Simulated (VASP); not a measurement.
Here is a VASP 6.6.1 calculation.

File INCAR:

```
PREC = Accurate
ENCUT = 600
EDIFF = 1E-6
ISMEAR = -1
SIGMA = 0.03
LREAL = False
LASPH = True
NELM = 100
ALGO = Normal
ISIF = 3
LWAVE = False
LCHARG = False
GGA = PE
IBRION = 2
NSW = 100
EDIFFG = -0.005
```

Contents of KPOINTS:

```
Automatic mesh
0
Gamma
  13 13 7
```

Contents of POSCAR:

```
Hg
1.0
    3.1416208865      0.0000000000      0.0000000000
   -1.5708104433      2.7207234968      0.0000000000
    0.0000000000      0.0000000000      5.0894258362
Hg
2
Direct
    0.3333333333      0.6666666667      0.2500000000
    0.6666666667      0.3333333333      0.7500000000
```

Potentials or basis: VASP PAW PBE potentials, release 64 (Hg).

The run is started by

```console
$ cat potpaw_PBE.64/Hg/POTCAR > POTCAR
$ mpirun -np 1 vasp_std > vasp.out
```

(1) What does it give for the relaxed cell?

(2) Estimate the space group after relaxing (to 0.05 Å).

Answers

(1) a = 3.611 Å, b = 3.611 Å, c = 5.602 Å, α = 90.00°, β = 90.00°, γ = 120.00°.

(2) P6_3/mmc (No. 194).
